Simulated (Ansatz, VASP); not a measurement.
# Two plane-wave programs on AlN

Contents of INCAR:

```
PREC = Accurate
ENCUT = 600
EDIFF = 1E-6
ISMEAR = 0
SIGMA = 0.01
LREAL = False
LASPH = True
NELM = 120
ALGO = Normal
ISIF = 2
LWAVE = False
LCHARG = True
GGA = PS
LELF = True
LVHAR = True
NBANDS = 16
GGA_COMPAT = False
```

The input KPOINTS:

```
Automatic mesh
0
Gamma
  7 7 4
```

Contents of POSCAR:

```
AlN
1.0
    3.1130000000      0.0000000000      0.0000000000
   -1.5565000000      2.6959370800      0.0000000000
    0.0000000000      0.0000000000      4.9810000000
Al N
2 2
Direct
    0.3333333333      0.6666666667      0.0000000000
    0.6666666667      0.3333333333      0.5000000000
    0.3333333333      0.6666666667      0.3800000000
    0.6666666667      0.3333333333      0.8800000000
```

Input for Ansatz:

```yaml
crystal:
  lattice:
    - [3.113, 0.0, 0.0]
    - [-1.5565, 2.69593708, 0.0]
    - [0.0, 0.0, 4.981]
  atoms:
    - { symbol: Al, position: [0.3333333333333333, 0.6666666666666666, 0.0] }
    - { symbol: Al, position: [0.6666666666666666, 0.3333333333333333, 0.5] }
    - { symbol: "N", position: [0.3333333333333333, 0.6666666666666666, 0.38] }
    - { symbol: "N", position: [0.6666666666666666, 0.3333333333333333, 0.88] }
basis:
  ecutwfc: 470.0
  ecutrho_ratio: 4
kpoints:
  mp_grid:
    grid: [7, 7, 4]
hamiltonian:
  xc: pbesol
scf:
  occupations:
    method: fixed
output:
  eigenvalues: true
```

Alike in both runs: task single point; functional PBEsol; k mesh 7 × 7 × 4; no spin polarisation.

```csv
,VASP,Ansatz
version,VASP 6.6.1,Ansatz 0.2.0
potentials or method,"VASP PAW PBE potentials, release 64 (Al, N), cutoff 600 eV","plane waves, PAW"
occupations,"gaussian, width 0.01 eV",fixed
valence electrons in the cell,16,16
```

```csv
,VASP,Ansatz,Ansatz less VASP
gap on the k mesh at the Fermi level (eV),4.15,4.13,-0.015
```

VASP's potentials were made for PBE, not for PBEsol.
